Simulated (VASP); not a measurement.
## MgO: relaxation of cell and atoms with PBE

MgO:

```
Mg O
1.0
     2.82900    0.00000    0.00000
     0.00000    2.82900    0.00000
     0.00000    0.00000    4.44580
Mg O
1 1
Cartesian
  1.4145 1.4145 0.0000
  0.0000 0.0000 0.0000
```

The cell was generated, and may not be a known phase.

```
Program                : VASP 6.6.1
Task                   : relaxation of cell and atoms
Functional             : PBE
Potentials or basis    : VASP PAW PBE potentials, release 64 (Mg_sv, O)
Cutoff                 : 840 eV
k mesh                 : 10 × 10 × 6
Occupations            : gaussian, width 0.02 eV
Spin                   : no spin polarisation
Dipole correction      : no
Further INCAR settings : ALGO = Normal; EDIFF = 1e-07; IBRION = 2; EDIFFG = -0.01; NSW = 100; ISIF = 3
```

- Relaxed volume: 17.81 Å³/atom
- Relaxed cell: a = 2.830 Å, b = 2.830 Å, c = 4.447 Å, α = 90.00°, β = 90.00°, γ = 90.00°
- Space group after relaxing (to 0.1 Å): P4/mmm (No. 123)
- Energy gained by relaxing: 0.0 meV/atom
- Ionic steps: 3
- Pressure after relaxing: 0.0 GPa
- Band gap on the k mesh: 2.09 eV (least direct gap 2.38 eV)

Stress tensor (GPa, compression positive):
```
-0.05  0.00  0.00
 0.00 -0.05  0.00
 0.00  0.00  0.08
```

Final structure:
```xyz
2
Lattice="2.8301 0.0000 0.0000 0.0000 2.8301 0.0000 0.0000 0.0000 4.4475" Properties=species:S:1:pos:R:3 pbc="T T T"
Mg    1.4151    1.4151    0.0000
O     0.0000    0.0000    0.0000
```

Levels at points of the mesh, in eV from the valence-band top:
```
           k point  band 5  band 6  band 7  band 8  band 9  band 10  band 11  band 12
(0.00, 0.00, 0.00)  -16.33   -1.61   -0.29   -0.29    2.09     9.74    10.88    12.16
(0.50, 0.00, 0.00)  -15.57   -3.83   -0.74   -0.28    6.80     7.28     8.80    13.91
(0.50, 0.50, 0.00)  -15.22   -2.79   -2.79    0.00    7.91    11.83    11.83    12.41
(0.00, 0.00, 0.50)  -16.32   -2.32   -0.28   -0.28    5.06     5.45    12.38    16.31
(0.50, 0.00, 0.50)  -15.57   -3.74   -1.02   -0.28    5.49     9.37    10.28    10.39
(0.50, 0.50, 0.50)  -15.22   -2.75   -2.75   -0.13    9.53     9.81     9.81     9.92
```

Run time: 2.8 min on 1 thread of Intel(R) Xeon(R) Platinum 8259CL CPU @ 2.50GHz (Skylake/Cascade Lake), with other jobs on the host, peak memory 0.22 GiB.

A k mesh can miss the band edges.
